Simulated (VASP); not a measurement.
# Ge (Imma) in VASP: further runs

Ge is run at these levels: LDA; tasks: single point.

All numbers are computed with VASP 6.6.1; they aren't measurements. Logs are shortened: lines on timing, memory, paths and dates and some standing lists are left out, and cuts for length are marked.

## (1) The cell of the first run

It takes space group Imma (No. 74, orthorhombic). Conventional cell: a = 3.975 Å, b = 3.975 Å, c = 5.621 Å, α = 90.00°, β = 90.00°, γ = 90.00°. Ge (site symmetry mm2) has 4 Ge at 2.42 to 2.45 Å within 3.2 Å.

## (2) Single point, LDA (mode 4 frozen in at -0.016 Å and mode 5 at +0.000 Å (largest displacements))

INCAR

```
PREC = Accurate
ENCUT = 520
EDIFF = 1E-7
ISMEAR = 0
SIGMA = 0.15
LREAL = False
LASPH = True
NELM = 60
ALGO = Normal
ISIF = 2
LWAVE = False
LCHARG = False
NBANDS = 21
```

KPOINTS

```
Automatic mesh
0
Gamma
  14 14 14
```

POSCAR

```
Ge
1.0
    0.0000000000      2.8107124513      2.8107124513
    2.8107124513      0.0000000000      2.8107124513
    2.8107124513      2.8107124513      0.0000000000
Ge
2
Direct
    0.5029174098      0.4970825902      0.4970825902
    0.7470825902      0.7529174098      0.7529174098
```

Potentials or basis: VASP PAW LDA potentials, release 64 (Ge_d).

On the command line:

```
$ cat potpaw_LDA.64/Ge_d/POTCAR > POTCAR
$ mpirun -np 1 vasp_std > vasp.out
```

OUTCAR:

```text
PREC = Accurate
   ENCUT = 520
   EDIFF = 1E-7
   ISMEAR = 0
   LREAL = False
   LASPH = True
   NELM = 60
   ISIF = 2

 ion  position               nearest neighbor table
   1  0.503  0.497  0.497-   2 2.42   2 2.42   2 2.45   2 2.45
   2  0.747  0.753  0.753-   1 2.42   1 2.42   1 2.45   1 2.45

  LATTYP: Found a face centered cubic cell.
 ALAT       =     5.6214249026

  Lattice vectors:

 A1 = (   0.0000000000,   2.8107124513,   2.8107124513)
 A2 = (   2.8107124513,   0.0000000000,   2.8107124513)
 A3 = (   2.8107124513,   2.8107124513,   0.0000000000)

Analysis of symmetry for initial positions (statically):
=====================================================================
 Subroutine PRICEL returns:
 Original cell was already a primitive cell.

 Routine SETGRP: Setting up the symmetry group for a
 face centered cubic supercell.

 Subroutine GETGRP returns: Found  8 space group operations
 (whereof  4 operations were pure point group operations)
 out of a pool of 48 trial point group operations.

The static configuration has the point symmetry C_2v.
 The point group associated with its full space group is D_2h.

Analysis of symmetry for dynamics (positions and initial velocities):
=====================================================================
 Subroutine PRICEL returns:
 Original cell was already a primitive cell.

 Routine SETGRP: Setting up the symmetry group for a
 face centered cubic supercell.

 Subroutine GETGRP returns: Found  8 space group operations
 (whereof  4 operations were pure point group operations)
 out of a pool of 48 trial point group operations.

The dynamic configuration has the point symmetry C_2v.
 The point group associated with its full space group is D_2h.

 Subroutine INISYM returns: Found  8 space group operations
 (whereof  4 operations are pure point group operations),
 and found     1 'primitive' translations

----------------------------------------------------------------------------------------

                                     Primitive cell

  volume of cell :      44.4098

  direct lattice vectors                    reciprocal lattice vectors
     0.000000000  2.810712451  2.810712451    -0.177890840  0.177890840  0.177890840
     2.810712451  0.000000000  2.810712451     0.177890840 -0.177890840  0.177890840
     2.810712451  2.810712451  0.000000000     0.177890840  0.177890840 -0.177890840

  length of vectors
     3.974947669  3.974947669  3.974947669     0.308115974  0.308115974  0.308115974

  position of ions in fractional coordinates (direct lattice)
     0.502917410  0.497082590  0.497082590
     0.747082590  0.752917410  0.752917410

  ion indices of the primitive-cell ions
   primitive index   ion index
                 1           1
                 2           2

----------------------------------------------------------------------------------------

 KPOINTS: Automatic mesh

Automatic generation of k-mesh.
 Grid dimensions read from file:
 generate k-points for:   14   14   14

 Generating k-lattice:

  Cartesian coordinates                     Fractional coordinates (reciprocal lattice)
    -0.012706489  0.012706489  0.012706489     0.071428571  0.000000000  0.000000000
     0.012706489 -0.012706489  0.012706489     0.000000000  0.071428571  0.000000000
     0.012706489  0.012706489 -0.012706489     0.000000000  0.000000000  0.071428571

  Length of vectors
     0.022008284  0.022008284  0.022008284

  Shift w.r.t. Gamma in fractional coordinates (k-lattice)
     0.000000000  0.000000000  0.000000000

 Subroutine IBZKPT returns following result:
 ===========================================

 Found    428 irreducible k-points:

 Following reciprocal coordinates:
            Coordinates               Weight
  0.000000  0.000000  0.000000      1.000000
  0.071429  0.000000  0.000000      4.000000
  0.000000  0.071429  0.000000      4.000000
  0.142857  0.000000  0.000000      4.000000
  0.000000  0.142857  0.000000      4.000000
  0.214286  0.000000  0.000000      4.000000
[... 16 lines left out ...]
  0.000000  0.214286  0.071429      4.000000
  0.071429  0.000000  0.214286      8.000000
 [... further k-points ...]
   k-points           NKPTS =    428   k-points in BZ     NKDIM =    428   number of bands    NBANDS=     21
   number of dos      NEDOS =    301   number of ions     NIONS =      2
   total plane-waves  NPLWV =  27000
   dimension x,y,z NGX =    30 NGY =   30 NGZ =   30
   dimension x,y,z NGXF=    60 NGYF=   60 NGZF=   60
   ions per type =               2
   NGX,Y,Z   is equivalent  to a cutoff of  12.55, 12.55, 12.55 a.u.
   NGXF,Y,Z  is equivalent  to a cutoff of  25.09, 25.09, 25.09 a.u.
 SYSTEM =  unknown system
   PREC   = accura    normal or accurate (medium, high low for compatibility)
   ISTART =      0    job   : 0-new  1-cont  2-samecut
   ICHARG =      2    charge: 1-file 2-atom 10-const
   ISPIN  =      1    spin polarized calculation?
   LNONCOLLINEAR =      F non collinear calculations
   LSORBIT =      F    spin-orbit coupling
   LASPH  =      T    aspherical Exc in radial PAW
   ENCUT  =  520.0 eV  38.22 Ry    6.18 a.u.   7.39  7.39  7.39*2*pi/ulx,y,z
   NELM   =     60;   NELMIN=  2; NELMDL= -5     # of ELM steps
   EDIFF  = 0.1E-06   stopping-criterion for ELM
   LREAL  =      F    real-space projection
   EDIFFG = 0.1E-05   stopping-criterion for IOM
   NSW    =      0    number of steps for IOM
   IBRION =     -1    ionic relax: 0-MD 1-quasi-New 2-CG
   NFREE  =      0    steps in history (QN), initial steepest desc. (CG)
   ISIF   =      2    stress and relaxation
   ISYM   =      2    0-nonsym 1-usesym 2-fastsym
   POTIM  = 0.5000    time-step for ionic-motion
   TEBEG  =    0.0;   TEEND  =   0.0 temperature during run
   PSTRESS=    0.0 pullay stress
   NELECT =      28.0000    total number of electrons
   NUPDOWN=      -1.0000    fix difference up-down
   EMIN   =  10.00;   EMAX   =-10.00  energy-range for DOS
   EFERMI =   0.00;   METHOD = LEGACY
   ISMEAR =     0;   SIGMA  =   0.15  broadening in eV -4-tet -1-fermi 0-gaus
   EFERMI_NEDOS =   21; number of points for ismear=-14 and -15
   IALGO  =     38    algorithm
   IMIX   =      4    mixing-type and parameters
     AMIX     =   0.40;   BMIX     =  1.00
     AMIX_MAG =   1.60;   BMIX_MAG =  1.00
  volume/ion in A,a.u.               =      22.20       149.85
  Fermi-wavevector in a.u.,A,eV,Ry     =   1.403787  2.652772 26.811869  1.970617
  Thomas-Fermi vector in A             =   2.526414
   LORBIT       =      0    0 simple, 1 ext, 2 COOP (PROOUT), +10 PAW based schemes
   GGA     = CA    functional components
   LHFCALC =     F    Hartree Fock is set to
   AEXX    =    0.0000 exact exchange contribution
   IVDW    =     0    specifies the selected vdW correction
   LEPSILON=     F    determine dielectric tensor
   LRPA    =     F    only Hartree local field effects (RPA)
 non-spin polarized calculation
 Gauss-broadening in eV      SIGMA  =   0.15
  energy-cutoff  :      520.00
  volume of cell :       44.41
 maximum number of plane-waves:      1243
 NGX is ok and might be reduce to    30
   NGX = 15   NGY = 15   NGZ = 15

 number of electron      28.0000016 magnetization

 Free energy of the ion-electron system (eV)
  ---------------------------------------------------
  ext. energy  EPLUGINS =         0.00000000
  ---------------------------------------------------
  free energy    TOTEN  =       -10.38593350 eV

  energy without entropy =      -10.38527221  energy(sigma->0) =      -10.38560286

 E-fermi :   4.9829     XC(G=0): -10.3802

 val. band max:        4.9465681202   @ k =   0.0000   0.0000   0.0000
 cond. band min:       4.9894662148   @ k =   0.5000   0.0000   0.0000
 fundamental gap:      0.0428980946
 Fermi energy:         4.9829466413

 k-point     1 :       0.0000    0.0000    0.0000
  band No.  band energies     occupation
      1     -20.0636      2.00000
      2     -20.0567      2.00000
      3     -20.0479      2.00000
      4     -20.0180      2.00000
      5     -20.0175      2.00000
      6     -19.8003      2.00000
[... 13 lines left out ...]
     20      14.5161      0.00000
     21      14.5187      0.00000

 k-point     2 :       0.0714    0.0000    0.0000
  band No.  band energies     occupation
      1     -20.0664      2.00000
      2     -20.0588      2.00000
      3     -20.0477      2.00000
      4     -20.0140      2.00000
      5     -20.0132      2.00000
      6     -19.8027      2.00000
[... 13 lines left out ...]
     20      14.0062      0.00000
     21      14.0166      0.00000

 k-point     3 :       0.0000    0.0714    0.0000
  band No.  band energies     occupation
      1     -20.0654      2.00000
      2     -20.0582      2.00000
      3     -20.0523      2.00000
      4     -20.0125      2.00000
      5     -20.0123      2.00000
      6     -19.8052      2.00000
[... 13 lines left out ...]
     20      13.9825      0.00000
     21      13.9987      0.00000

 k-point     4 :       0.1429    0.0000    0.0000
  band No.  band energies     occupation
      1     -20.0724      2.00000
      2     -20.0639      2.00000
      3     -20.0453      2.00000
      4     -20.0050      2.00000
      5     -20.0038      2.00000
      6     -19.8102      2.00000
[... 13 lines left out ...]
     20      13.4419      0.00000
     21      13.4471      0.00000

 k-point     5 :       0.0000    0.1429    0.0000
  band No.  band energies     occupation
      1     -20.0716      2.00000
      2     -20.0600      2.00000
      3     -20.0580      2.00000
      4     -20.0018      2.00000
      5     -20.0011      2.00000
      6     -19.8142      2.00000
[... 13 lines left out ...]
     20      13.4036      0.00000
     21      13.4066      0.00000
[... 382 lines left out ...]
     20      12.6885      0.00000
     21      14.2725      0.00000

 k-point    22 :       0.2143    0.0714    0.0000
  band No.  band energies     occupation
      1     -20.0794      2.00000
      2     -20.0665      2.00000
      3     -20.0434      2.00000
      4     -19.9999      2.00000
      5     -19.9883      2.00000
      6     -19.8334      2.00000
[... 13 lines left out ...]
     20      13.1894      0.00000
     21      13.9872      0.00000

 k-point    23 :       0.0000    0.2143    0.0714
  band No.  band energies     occupation
      1     -20.0803      2.00000
      2     -20.0616      2.00000
      3     -20.0557      2.00000
      4     -19.9973      2.00000
      5     -19.9857      2.00000
      6     -19.8339      2.00000
[... 13 lines left out ...]
     20      13.2274      0.00000
     21      13.9309      0.00000

 k-point    24 :       0.0714    0.0000    0.2143
  band No.  band energies     occupation
      1     -20.0754      2.00000
      2     -20.0675      2.00000
      3     -20.0583      2.00000
      4     -19.9963      2.00000
      5     -19.9840      2.00000
      6     -19.8359      2.00000
[... 13 lines left out ...]
     20      13.1654      0.00000
     21      13.9096      0.00000

 [... further k-points ...]
[... 5 lines left out ...]
  --------------------------------------------------------------------------------------
  -------------------------------------------------------------------------------------
  Total        0.0770892      0.0855823      0.0855823      0.0000000     -0.2897520      0.0000000
  in kB        2.7811532      3.0875599      3.0875599      0.0000000    -10.4534050      0.0000000
  external PRESSURE =       2.9854244 kB  Pullay stress =       0.0000000 kB

 VOLUME and BASIS-vectors are now :
 -----------------------------------------------------------------------------
  energy-cutoff  :      520.00
  volume of cell :       44.41
      direct lattice vectors                 reciprocal lattice vectors
     0.000000000  2.810712451  2.810712451    -0.177890840  0.177890840  0.177890840
     2.810712451  0.000000000  2.810712451     0.177890840 -0.177890840  0.177890840
     2.810712451  2.810712451  0.000000000     0.177890840  0.177890840 -0.177890840

 POSITION                                       TOTAL-FORCE (eV/Angst)
 -----------------------------------------------------------------------------------
      2.79431      2.81071      2.81071         0.371501      0.000000      0.000000
      4.23247      4.21607      4.21607        -0.371501      0.000000      0.000000
 -----------------------------------------------------------------------------------
    total drift:                                0.000000      0.000000      0.000000

  FREE ENERGIE OF THE ION-ELECTRON SYSTEM (eV)
  ---------------------------------------------------
  free  energy   TOTEN  =       -10.3859334999 eV

  energy  without entropy=      -10.3852722124  energy(sigma->0) =      -10.38560286
```

Run time: 7.3 min. Hardware: 1 thread of AMD EPYC 7R13 (Zen 3), shared host; peak memory 0.36 GiB.

What came out:

| Quantity | Value |
| --- | --- |
| Free energy | -10.3859 eV |
| Pressure | 0.3 GPa |
| Largest force | 0.372 eV/Å |

Forces on the atoms (eV/Å):
```
Ge   0.372  0.000  0.000
Ge  -0.372  0.000  0.000
```

Stress tensor (GPa, compression positive):
```
 0.28  0.00  0.00
 0.00  0.31 -1.05
 0.00 -1.05  0.31
```

Caveat: the cell differs from its parent crystal (mode 4 frozen in at -0.016 Å and mode 5 at +0.000 Å (largest displacements)).

## (3) Single point, LDA (mode 4 frozen in at -0.049 Å and mode 5 at +0.000 Å (largest displacements))

INCAR

```
SYSTEM = Ge
PREC = Accurate ; ENCUT = 520
EDIFF = 1E-6 ; ISMEAR = 0
SIGMA = 0.15 ; LREAL = .FALSE.
LASPH = .TRUE. ; NELM = 100
ALGO = Normal ; ISIF = 2
LWAVE = .FALSE. ; LCHARG = .FALSE.
NBANDS = 21
```

KPOINTS

```
Automatic mesh
0
G
  14 14 14
  0 0 0
```

POSCAR

```
Ge
1.0
    0.0000000000      2.8107124513      2.8107124513
    2.8107124513      0.0000000000      2.8107124513
    2.8107124513      2.8107124513      0.0000000000
Ge
2
Direct
    0.5087522293      0.4912477707      0.4912477707
    0.7412477707      0.7587522293      0.7587522293
```

Potentials or basis: VASP PAW LDA potentials, release 64 (Ge_d).

On the command line:

```
$ cat potpaw_LDA.64/Ge_d/POTCAR > POTCAR
$ mpirun -np 1 vasp_std > vasp.out
```

Wall time 6.7 min (1 thread of AMD EPYC 7R13 (Zen 3), shared host); peak memory 0.36 GiB.

Results (log left out):

```
Free energy            : -10.3375 eV
Pressure               : 0.6 GPa
Largest force          : 1.102 eV/Å
Band gap on the k mesh : zero (band 14 reaches 5.23 eV, above the bottom of band 15 at 4.89 eV)
```

Forces in eV/Å, atoms in the order of the input:
```
Ge   1.102  0.000  0.000
Ge  -1.102  0.000  0.000
```

Stress tensor (GPa, compression positive):
```
 0.33  0.00  0.00
 0.00  0.74 -3.17
 0.00 -3.17  0.74
```

Levels at points of the mesh, in eV from the Fermi level:
| k point | band 11 | band 12 | band 13 | band 14 | band 15 | band 16 | band 17 | band 18 |
| --- | --- | --- | --- | --- | --- | --- | --- | --- |
| (0.00, 0.00, 0.00) | -13.11 | -0.61 | -0.12 | -0.11 | 0.32 | 2.04 | 2.36 | 2.75 |
| (0.50, 0.00, 0.00) | -11.10 | -7.59 | -1.87 | -1.34 | -0.17 | 3.16 | 3.86 | 6.75 |
| (0.00, 0.50, 0.00) | -10.85 | -8.16 | -1.78 | -1.31 | 0.12 | 3.31 | 4.01 | 6.91 |
| (0.50, 0.50, 0.00) | -9.16 | -9.16 | -3.27 | -3.27 | 0.48 | 0.48 | 9.45 | 9.45 |
| (0.00, 0.50, 0.50) | -9.49 | -8.79 | -3.44 | -3.16 | 0.21 | 0.77 | 9.21 | 9.66 |

Caveat: the cell differs from its parent crystal (mode 4 frozen in at -0.049 Å and mode 5 at +0.000 Å (largest displacements)); forces of over 1 eV/Å act on the atoms, so gaps and moduli don't describe the material at rest.
